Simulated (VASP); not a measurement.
**Co: single point with PBE**

Sheet: Co, a sheet with vacuum.

```
Co
1.0
     2.34715    0.00000    0.00000
    -1.17358    2.03269    0.00000
     0.00000    0.00000   23.80000
Co
1
Cartesian
  0.0000 0.0000 7.0001
```

```yaml
Program: VASP 6.6.1
Task: single point
Functional: PBE
Potentials_or_basis: VASP PAW PBE potentials, release 64 (Co)
Cutoff: 520 eV
k_mesh: 13 × 13 × 1
Occupations: fermi-dirac, width 0.05 eV
Spin: collinear spin, ferromagnetic start
Starting_moments: "[2.0] μB"
Dipole_correction: no
Further_INCAR_settings: ALGO = Normal; EDIFF = 1e-06; NBANDS = 14
```

```yaml
Net_moment: 1.72 μB per cell
Site_moments: Co +1.77 μB
Valence_electrons_inside_the_program's_atomic_spheres: Co 8.14
```

Levels at points of the mesh, in eV from the Fermi level:
Spin up:
| k point | band 3 | band 4 | band 5 | band 6 | band 7 | band 8 |
| --- | --- | --- | --- | --- | --- | --- |
| (0.00, 0.00, 0.00) | -2.45 | -2.45 | -1.18 | -1.18 | 0.29 | 4.77 |
Spin down:
| k point | band 2 | band 3 | band 4 | band 5 | band 6 | band 7 |
| --- | --- | --- | --- | --- | --- | --- |
| (0.00, 0.00, 0.00) | -1.43 | -0.85 | -0.85 | 0.23 | 0.95 | 0.95 |

Run time: 55 s on 1 thread of Intel(R) Xeon(R) 6975P-C (Granite Rapids), on a shared host, peak memory 0.28 GiB.
